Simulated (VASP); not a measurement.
A run of VASP 6.6.1 is set up as follows.

Contents of INCAR:

```
SYSTEM = AlCo
  PREC = Accurate
  ENCUT = 520
  EDIFF = 1E-6
  ISMEAR = -1
  SIGMA = 0.05
  LREAL = .FALSE.
  LASPH = .TRUE.
  NELM = 60
  ALGO = Normal
  ISIF = 2
  LWAVE = .FALSE.
  LCHARG = .FALSE.
  GGA = PE
  NBANDS = 20
```

KPOINTS

```
Automatic mesh
0
G
  10 10 6
  0 0 0
```

Contents of POSCAR:

```
AlCo
1.0
    2.5974638414      0.0000000000      0.0000000000
   -1.2987319207      2.2494696721      0.0000000000
    0.0000000000      0.0000000000      7.3587142154
Co Al
2 2
Direct
    0.0000000000      0.0000000000      0.0000000000
    0.0000000000      0.0000000000      0.5000000000
    0.3333333333      0.6666666667      0.2500000000
    0.6666666667      0.3333333333      0.7500000000
```

Potentials or basis: VASP PAW PBE potentials, release 64 (Co, Al).

Command:

```console
$ cat potpaw_PBE.64/Co/POTCAR potpaw_PBE.64/Al/POTCAR > POTCAR
$ mpirun -np 1 vasp_std > vasp.out
```

(1) Predict the band gap on the k mesh.

(2) Predict the pressure.

Answers

(1) zero (band 12 reaches 12.16 eV, above the bottom of band 13 at 10.69 eV).

(2) 26.6 GPa.
